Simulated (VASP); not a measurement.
Input of a VASP 6.6.1 run:

Contents of INCAR:

```
  ALGO = Normal
  EDIFF = 1E-7
  ENCUT = 520
  GGA = PE
  ISIF = 2
  ISMEAR = 0
  LASPH = T
  LCHARG = T
  LELF = T
  LREAL = F
  LVHAR = T
  LWAVE = F
  NBANDS = 24
  NELM = 80
  PREC = Accurate
  SIGMA = 0.01
```

File KPOINTS:

```
k-points
0
Gamma
  4 4 4
```

Contents of POSCAR:

```
Ba2TeS
1.0
    4.8898183907      0.0000000000      0.0000000000
    0.0000000000      4.8898183907      0.0000000000
    0.0000000000      0.0000000000      6.9220852527
S Ba Te
1 2 1
Direct
    0.0000000000      0.0000000000      0.0000000000
    0.0000000000      0.0000000000      0.5000000000
    0.5000000000      0.5000000000      0.0000000000
    0.5000000000      0.5000000000      0.5000000000
```

Potentials or basis: VASP PAW PBE potentials, release 64 (S, Ba_sv, Te).

Run with:

```sh
$ cat potpaw_PBE.64/S/POTCAR potpaw_PBE.64/Ba_sv/POTCAR potpaw_PBE.64/Te/POTCAR > POTCAR
$ mpirun -np 1 vasp_std > vasp.out
```

Problem. Predict the pressure.

Solution. -1.4 GPa.

Problem. What does it give for the band gap on the k mesh?

Solution. 1.81 eV.

Caveat: spin-orbit coupling is left out, which moves the levels of the heavy elements. A k mesh can miss the band edges.
